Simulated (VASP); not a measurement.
# ZnO (Fm-3m) in VASP: further runs

ZnO is run at these levels: LDA; tasks: single point.

Program: VASP 6.6.1. These are calculated values, not measurements. Logs are shortened: lines on timing, memory, paths and dates and some standing lists are left out, and cuts for length are marked.

## 1. The cell of the first run

Symmetry: Fm-3m, No. 225, cubic system. The conventional cell has a = 4.339 Å, b = 4.339 Å, c = 4.339 Å, α = 90.00°, β = 90.00°, γ = 90.00°. Within 2.9 Å of Zn (site symmetry m-3m) lie 6 O at 2.17 Å. Within 2.9 Å of O (site symmetry m-3m) lie 6 Zn at 2.17 Å.

## 2. Single point, LDA

INCAR

```
SYSTEM = ZnO
PREC     = Accurate       ! precision mode
ENCUT    = 1340           ! plane-wave cutoff, eV
EDIFF    = 1E-6           ! SCF threshold, eV
ISMEAR   = 0              ! smearing method
SIGMA    = 0.05           ! smearing width, eV
LREAL    = .FALSE.        ! projectors in reciprocal space
LASPH    = .TRUE.         ! aspherical terms in the spheres
NELM     = 120            ! most SCF steps
ALGO     = Normal         ! electronic algorithm
ISIF     = 2              ! what is computed and relaxed
LWAVE    = .FALSE.        ! write WAVECAR
LCHARG   = .FALSE.        ! write CHGCAR
GGA      = CA             ! functional
NBANDS   = 16             ! bands
GGA_COMPAT= .FALSE.
```

KPOINTS

```
regular mesh
0
G
  12 12 12
  0 0 0
```

POSCAR

```
ZnO
1.0
    0.0000000000      2.1694420000      2.1694420000
    2.1694420000      0.0000000000      2.1694420000
    2.1694420000      2.1694420000      0.0000000000
Zn O
1 1
Direct
    0.0000000000      0.0000000000      0.0000000000
    0.5000000000      0.5000000000      0.5000000000
```

Potentials or basis: VASP PAW LDA potentials, release 64 (Zn, O_h).

Started as:

```bash
> cat potpaw_LDA.64/Zn/POTCAR potpaw_LDA.64/O_h/POTCAR > POTCAR
> mpirun -np 1 vasp_std > vasp.out
```

OUTCAR:

```text
SYSTEM = ZnO
   PREC = Accurate
   ENCUT = 1340
   EDIFF = 1E-6
   ISMEAR = 0
   LREAL = .FALSE.
   LASPH = .TRUE.
   NELM = 120
   ISIF = 2
   GGA = CA

 ion  position               nearest neighbor table
   1  0.000  0.000  0.000-   2 2.17   2 2.17   2 2.17   2 2.17   2 2.17   2 2.17
   2  0.500  0.500  0.500-   1 2.17   1 2.17   1 2.17   1 2.17   1 2.17   1 2.17

  LATTYP: Found a face centered cubic cell.
 ALAT       =     4.3388840000

  Lattice vectors:

 A1 = (   0.0000000000,   2.1694420000,   2.1694420000)
 A2 = (   2.1694420000,   0.0000000000,   2.1694420000)
 A3 = (   2.1694420000,   2.1694420000,   0.0000000000)

Analysis of symmetry for initial positions (statically):
=====================================================================
 Subroutine PRICEL returns:
 Original cell was already a primitive cell.

 Routine SETGRP: Setting up the symmetry group for a
 face centered cubic supercell.

 Subroutine GETGRP returns: Found 48 space group operations
 (whereof 48 operations were pure point group operations)
 out of a pool of 48 trial point group operations.

The static configuration has the point symmetry O_h .

Analysis of symmetry for dynamics (positions and initial velocities):
=====================================================================
 Subroutine PRICEL returns:
 Original cell was already a primitive cell.

 Routine SETGRP: Setting up the symmetry group for a
 face centered cubic supercell.

 Subroutine GETGRP returns: Found 48 space group operations
 (whereof 48 operations were pure point group operations)
 out of a pool of 48 trial point group operations.

The dynamic configuration has the point symmetry O_h .

 Subroutine INISYM returns: Found 48 space group operations
 (whereof 48 operations are pure point group operations),
 and found     1 'primitive' translations

----------------------------------------------------------------------------------------

                                     Primitive cell

  volume of cell :      20.4209

  direct lattice vectors                    reciprocal lattice vectors
     0.000000000  2.169442000  2.169442000    -0.230474011  0.230474011  0.230474011
     2.169442000  0.000000000  2.169442000     0.230474011 -0.230474011  0.230474011
     2.169442000  2.169442000  0.000000000     0.230474011  0.230474011 -0.230474011

  length of vectors
     3.068054299  3.068054299  3.068054299     0.399192697  0.399192697  0.399192697

  position of ions in fractional coordinates (direct lattice)
     0.000000000  0.000000000  0.000000000
     0.500000000  0.500000000  0.500000000

  ion indices of the primitive-cell ions
   primitive index   ion index
                 1           1
                 2           2

----------------------------------------------------------------------------------------

 KPOINTS: regular mesh

Automatic generation of k-mesh.
 Grid dimensions read from file:
 generate k-points for:   12   12   12

 Generating k-lattice:

  Cartesian coordinates                     Fractional coordinates (reciprocal lattice)
    -0.019206168  0.019206168  0.019206168     0.083333333  0.000000000  0.000000000
     0.019206168 -0.019206168  0.019206168     0.000000000  0.083333333  0.000000000
     0.019206168  0.019206168 -0.019206168     0.000000000  0.000000000  0.083333333

  Length of vectors
     0.033266058  0.033266058  0.033266058

  Shift w.r.t. Gamma in fractional coordinates (k-lattice)
     0.000000000  0.000000000  0.000000000

 Subroutine IBZKPT returns following result:
 ===========================================

 Found     72 irreducible k-points:

 Following reciprocal coordinates:
            Coordinates               Weight
  0.000000  0.000000  0.000000      1.000000
  0.083333  0.000000  0.000000      8.000000
  0.166667  0.000000  0.000000      8.000000
  0.250000  0.000000  0.000000      8.000000
  0.333333  0.000000  0.000000      8.000000
  0.416667  0.000000  0.000000      8.000000
[... 16 lines left out ...]
  0.500000  0.166667  0.000000     24.000000
 -0.416667  0.166667  0.000000     24.000000
 [... further k-points ...]
   k-points           NKPTS =     72   k-points in BZ     NKDIM =     72   number of bands    NBANDS=     16
   number of dos      NEDOS =    301   number of ions     NIONS =      2
   total plane-waves  NPLWV =  64000
   dimension x,y,z NGX =    40 NGY =   40 NGZ =   40
   dimension x,y,z NGXF=    80 NGYF=   80 NGZF=   80
   ions per type =               1   1
   NGX,Y,Z   is equivalent  to a cutoff of  21.67, 21.67, 21.67 a.u.
   NGXF,Y,Z  is equivalent  to a cutoff of  43.35, 43.35, 43.35 a.u.
 SYSTEM =  ZnO
   PREC   = accura    normal or accurate (medium, high low for compatibility)
   ISTART =      0    job   : 0-new  1-cont  2-samecut
   ICHARG =      2    charge: 1-file 2-atom 10-const
   ISPIN  =      1    spin polarized calculation?
   LNONCOLLINEAR =      F non collinear calculations
   LSORBIT =      F    spin-orbit coupling
   LASPH  =      T    aspherical Exc in radial PAW
   ENCUT  = 1340.0 eV  98.49 Ry    9.92 a.u.   9.16  9.16  9.16*2*pi/ulx,y,z
   NELM   =    120;   NELMIN=  2; NELMDL= -5     # of ELM steps
   EDIFF  = 0.1E-05   stopping-criterion for ELM
   LREAL  =      F    real-space projection
   EDIFFG = 0.1E-04   stopping-criterion for IOM
   NSW    =      0    number of steps for IOM
   IBRION =     -1    ionic relax: 0-MD 1-quasi-New 2-CG
   NFREE  =      0    steps in history (QN), initial steepest desc. (CG)
   ISIF   =      2    stress and relaxation
   ISYM   =      2    0-nonsym 1-usesym 2-fastsym
   POTIM  = 0.5000    time-step for ionic-motion
   TEBEG  =    0.0;   TEEND  =   0.0 temperature during run
   PSTRESS=    0.0 pullay stress
   NELECT =      18.0000    total number of electrons
   NUPDOWN=      -1.0000    fix difference up-down
   EMIN   =  10.00;   EMAX   =-10.00  energy-range for DOS
   EFERMI =   0.00;   METHOD = LEGACY
   ISMEAR =     0;   SIGMA  =   0.05  broadening in eV -4-tet -1-fermi 0-gaus
   EFERMI_NEDOS =   21; number of points for ismear=-14 and -15
   IALGO  =     38    algorithm
   IMIX   =      4    mixing-type and parameters
     AMIX     =   0.40;   BMIX     =  1.00
     AMIX_MAG =   1.60;   BMIX_MAG =  1.00
  volume/ion in A,a.u.               =      10.21        68.90
  Fermi-wavevector in a.u.,A,eV,Ry     =   1.569667  2.966241 33.522790  2.463856
  Thomas-Fermi vector in A             =   2.671516
   LORBIT       =      0    0 simple, 1 ext, 2 COOP (PROOUT), +10 PAW based schemes
   GGA     = CA    functional components
   LHFCALC =     F    Hartree Fock is set to
   AEXX    =    0.0000 exact exchange contribution
   IVDW    =     0    specifies the selected vdW correction
   LEPSILON=     F    determine dielectric tensor
   LRPA    =     F    only Hartree local field effects (RPA)
 non-spin polarized calculation
 Gauss-broadening in eV      SIGMA  =   0.05
  energy-cutoff  :     1340.00
  volume of cell :       20.42
 maximum number of plane-waves:      2301
 NGX is ok and might be reduce to    40
   NGX = 19   NGY = 19   NGZ = 19

 number of electron      18.0000001 magnetization

 Free energy of the ion-electron system (eV)
  ---------------------------------------------------
  ext. energy  EPLUGINS =         0.00000000
  ---------------------------------------------------
  free energy    TOTEN  =       -10.29832970 eV

  energy without entropy =      -10.29832970  energy(sigma->0) =      -10.29832970

 E-fermi :   2.6348     XC(G=0): -12.5676

 val. band max:        2.4132403221   @ k =   0.5000   0.0000   0.0000
 cond. band min:       3.1002312598   @ k =   0.0000   0.0000   0.0000
 fundamental gap:      0.6869909377
 Fermi energy:         2.6348323375

 k-point     1 :       0.0000    0.0000    0.0000
  band No.  band energies     occupation
      1     -15.5458      2.00000
      2      -2.4819      2.00000
      3      -2.4819      2.00000
      4      -2.4819      2.00000
      5      -2.2836      2.00000
      6      -2.2836      2.00000
[... 8 lines left out ...]
     15      20.9438      0.00000
     16      20.9438      0.00000

 k-point     2 :       0.0833    0.0000    0.0000
  band No.  band energies     occupation
      1     -15.4710      2.00000
      2      -2.5262      2.00000
      3      -2.4819      2.00000
      4      -2.4819      2.00000
      5      -2.3457      2.00000
      6      -2.3457      2.00000
[... 8 lines left out ...]
     15      21.2296      0.00000
     16      21.2296      0.00000

 k-point     3 :       0.1667    0.0000    0.0000
  band No.  band energies     occupation
      1     -15.2585      2.00000
      2      -2.7238      2.00000
      3      -2.6249      2.00000
      4      -2.6249      2.00000
      5      -2.3520      2.00000
      6      -2.3520      2.00000
[... 8 lines left out ...]
     15      21.8882      0.00000
     16      21.8882      0.00000

 k-point     4 :       0.2500    0.0000    0.0000
  band No.  band energies     occupation
      1     -14.9466      2.00000
      2      -3.2257      2.00000
      3      -2.8740      2.00000
      4      -2.8740      2.00000
      5      -2.2709      2.00000
      6      -2.2709      2.00000
[... 8 lines left out ...]
     15      22.8906      0.00000
     16      22.8906      0.00000
[... 324 lines left out ...]
 k-point    22 :       0.4167    0.1667    0.0000
  band No.  band energies     occupation
      1     -14.3904      2.00000
      2      -3.9545      2.00000
      3      -3.1271      2.00000
      4      -2.9284      2.00000
      5      -2.2471      2.00000
      6      -2.0768      2.00000
[... 8 lines left out ...]
     15      25.6067      0.00000
     16      27.1117      0.00000

 k-point    23 :       0.5000    0.1667    0.0000
  band No.  band energies     occupation
      1     -14.1982      2.00000
      2      -4.2361      2.00000
      3      -3.2390      2.00000
      4      -3.1074      2.00000
      5      -2.1596      2.00000
      6      -2.0666      2.00000
[... 8 lines left out ...]
     15      25.3469      0.00000
     16      26.9302      0.00000

 k-point    24 :      -0.4167    0.1667    0.0000
  band No.  band energies     occupation
      1     -14.1653      2.00000
      2      -4.3142      2.00000
      3      -3.2069      2.00000
      4      -3.2064      2.00000
      5      -2.1038      2.00000
      6      -2.0968      2.00000
[... 8 lines left out ...]
     15      24.7743      0.00000
     16      25.5499      0.00000

 [... further k-points ...]
[... 5 lines left out ...]
  --------------------------------------------------------------------------------------
  -------------------------------------------------------------------------------------
  Total       -1.8084939     -1.8084939     -1.8084939      0.0000000      0.0000000     -0.0000000
  in kB     -141.8905568   -141.8905568   -141.8905568      0.0000000      0.0000000     -0.0000000
  external PRESSURE =    -141.8905568 kB  Pullay stress =       0.0000000 kB

 VOLUME and BASIS-vectors are now :
 -----------------------------------------------------------------------------
  energy-cutoff  :     1340.00
  volume of cell :       20.42
      direct lattice vectors                 reciprocal lattice vectors
     0.000000000  2.169442000  2.169442000    -0.230474011  0.230474011  0.230474011
     2.169442000  0.000000000  2.169442000     0.230474011 -0.230474011  0.230474011
     2.169442000  2.169442000  0.000000000     0.230474011  0.230474011 -0.230474011

 POSITION                                       TOTAL-FORCE (eV/Angst)
 -----------------------------------------------------------------------------------
      0.00000      0.00000      0.00000        -0.000000     -0.000000     -0.000000
      2.16944      2.16944      2.16944         0.000000      0.000000      0.000000
 -----------------------------------------------------------------------------------
    total drift:                                0.000000     -0.000000     -0.000000

  FREE ENERGIE OF THE ION-ELECTRON SYSTEM (eV)
  ---------------------------------------------------
  free  energy   TOTEN  =       -10.2983297031 eV

  energy  without entropy=      -10.2983297031  energy(sigma->0) =      -10.29832970
```

Run time: 66 s. Hardware: 1 thread of Intel Xeon Platinum 8259CL at 2.50GHz (Skylake/Cascade Lake), shared host; peak memory 0.26 GiB.

What came out:

```
Free energy            : -10.2983 eV
Pressure               : -14.2 GPa
Band gap on the k mesh : 0.69 eV (least direct gap 1.90 eV)
```

Caveat: the cell stands under tension; semilocal functionals underestimate gaps, and a narrow one can read as zero.

## 3. Single point, LDA

INCAR

```
PREC = Accurate
ENCUT = 1340
EDIFF = 1E-6
ISMEAR = 0
SIGMA = 0.05
LREAL = False
LASPH = True
NELM = 120
ALGO = Normal
ISIF = 2
LWAVE = False
LCHARG = False
NBANDS = 16
GGA_COMPAT = False
```

KPOINTS

```
Automatic mesh
0
Gamma
  12 12 12
```

POSCAR is that of step 2.

Potentials or basis: VASP PAW LDA potentials, release 64 (Zn, O_h).

Started as:

```bash
> cat potpaw_LDA.64/Zn/POTCAR potpaw_LDA.64/O_h/POTCAR > POTCAR
> mpirun -np 1 vasp_std > vasp.out
```

Run time: 41 s. Hardware: 1 thread of Intel Xeon 6975P-C (Granite Rapids), shared host; peak memory 0.26 GiB.

It converged, with:

```
Free energy            : -10.2983 eV
Pressure               : -14.2 GPa
Band gap on the k mesh : 0.69 eV (least direct gap 1.90 eV)
```

Levels at points of the mesh, in eV from the valence-band top:
```csv
k point,band 6,band 7,band 8,band 9,band 10,band 11,band 12,band 13
"(0.00, 0.00, 0.00)",-4.70,-1.22,-1.22,-1.22,0.69,17.60,17.60,17.60
"(0.50, 0.00, 0.00)",-4.50,-3.66,0.00,0.00,5.27,8.59,12.36,12.36
"(0.50, 0.50, 0.00)",-4.40,-4.10,-2.60,-2.60,3.83,10.28,11.08,14.76
```

Caveat: the cell stands under tension; semilocal functionals underestimate gaps, and a narrow one can read as zero. A k mesh can miss the band edges.
